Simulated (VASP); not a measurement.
A run of VASP 6.6.1:

Contents of POSCAR:

```
KF
1.0
    0.0000000000      2.6066625000      2.6066625000
    2.6066625000      0.0000000000      2.6066625000
    2.6066625000      2.6066625000      0.0000000000
K F
1 1
Direct
    0.0000000000      0.0000000000      0.0000000000
    0.5000000000      0.5000000000      0.5000000000
```

Contents of INCAR.step1:

```
SYSTEM = KF
ALGO = Normal
EDIFF = 1E-4
ENCUT = 520
GGA = PE
ISMEAR = 0
LASPH = .True.
LCHARG = .False.
LREAL = .False.
LWAVE = .True.
NBANDS = 15
NELM = 100
PREC = Accurate
SIGMA = 0.05
```

Contents of INCAR.step2:

```
SYSTEM = KF
ALGO = Normal
EDIFF = 1E-6
ENCUT = 520
ISIF = 2
ISMEAR = 0
ISTART = 1
LASPH = .True.
LCHARG = .True.
LELF = .True.
LMIXTAU = .True.
LREAL = .False.
LVHAR = .True.
LWAVE = .False.
METAGGA = R2SCAN
NBANDS = 15
NELM = 100
PREC = Accurate
SIGMA = 0.05
```

The input KPOINTS:

```
k-points
0
Gamma
  8 8 8
  0 0 0
```

Potentials or basis: VASP PAW PBE potentials, release 64 (K_sv, F).

The run is started by

```sh
$ cat potpaw_PBE.64/K_sv/POTCAR potpaw_PBE.64/F/POTCAR > POTCAR
$ cp INCAR.step1 INCAR
$ mpirun -np 1 vasp_std > vasp.out
$ cp INCAR.step2 INCAR
$ mpirun -np 1 vasp_std > vasp.out
```

Hardware: 1 thread of Intel Xeon 8259CL (shared host).

Task: Estimate the wall time of this run.

Result: Run time: 85 s on 1 thread of Intel Xeon 8259CL (shared host), peak memory 0.17 GiB. Counts: k points 29.
